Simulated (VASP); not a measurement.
Here is a VASP 6.6.1 calculation.

POSCAR

```
TaN
1.0
    0.0000000000      2.1790000000      2.1790000000
    2.1790000000      0.0000000000      2.1790000000
    2.1790000000      2.1790000000      0.0000000000
Ta N
1 1
Direct
    0.5000000000      0.5000000000      0.5000000000
    0.0000000000      0.0000000000      0.0000000000
```

Contents of INCAR.step1:

```
  PREC = Accurate
  ENCUT = 520
  ISMEAR = 0
  SIGMA = 0.05
  LREAL = F
  LASPH = T
  NELM = 60
  NBANDS = 15
  GGA = PE
  ALGO = Normal
  EDIFF = 1E-4
  LWAVE = T
  LCHARG = F
```

File INCAR.step2:

```
  PREC = Accurate
  ENCUT = 520
  EDIFF = 1E-6
  ISMEAR = 0
  SIGMA = 0.05
  LREAL = F
  LASPH = T
  NELM = 60
  ALGO = Normal
  ISIF = 2
  LWAVE = F
  LCHARG = F
  METAGGA = R2SCAN
  LMIXTAU = T
  NBANDS = 15
  ISTART = 1
```

The input KPOINTS:

```
Automatic mesh
0
Gamma
  12 12 12
```

Potentials or basis: VASP PAW PBE potentials, release 64 (Ta_pv, N).

Command:

```sh
$ cat potpaw_PBE.64/Ta_pv/POTCAR potpaw_PBE.64/N/POTCAR > POTCAR
$ cp INCAR.step1 INCAR
$ mpirun -np 1 vasp_std > vasp.out
$ cp INCAR.step2 INCAR
$ mpirun -np 1 vasp_std > vasp.out
```

What does it give for the band gap on the k mesh?

Zero (bands 8 and 9 overlap by 4.26 eV).

What does it give for the pressure?

11.9 GPa.

Caveat: the cell stands under pressure; the PAW data sets were made with another functional, which shifts forces and pressure a little; spin-orbit coupling is left out, which moves the levels of the heavy elements.
